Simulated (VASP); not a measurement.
Input of a VASP 6.6.1 run:

The input INCAR:

```
SYSTEM = Ge
  ALGO = Normal
  EDIFF = 1E-6
  ENCUT = 520
  GGA = PS
  ISIF = 2
  ISMEAR = -1
  LASPH = .TRUE.
  LCHARG = .FALSE.
  LREAL = .FALSE.
  LWAVE = .FALSE.
  NBANDS = 36
  NELM = 60
  PREC = Accurate
  SIGMA = 0.05
```

KPOINTS

```
k-points
0
G
  7 7 7
  0 0 0
```

Contents of POSCAR:

```
Ge
1.0
    0.0000000000      2.8663720339      5.0813306433
    2.6128421258      0.0000000000      5.0813306433
    2.6128421258      2.8663720339      0.0000000000
Ge
4
Direct
    0.7264900000      0.2735100000      0.7264900000
    0.2735100000      0.7264900000      0.2735100000
    0.2181330000      0.2181330000      0.7818670000
    0.7818670000      0.7818670000      0.2181330000
```

Potentials or basis: VASP PAW PBE potentials, release 64 (Ge_d).

Run with:

```sh
$ cat potpaw_PBE.64/Ge_d/POTCAR > POTCAR
$ mpirun -np 1 vasp_std > vasp.out
```

(1) Estimate the largest force.

(2) Estimate the band gap on the k mesh.

(3) Estimate the pressure.

Results:

(1) 0.058 eV/Å.

(2) zero (bands 28 and 29 overlap by 2.74 eV).

(3) -2.4 GPa.

Caveat: the PAW data sets were made with another functional, which shifts forces and pressure a little.
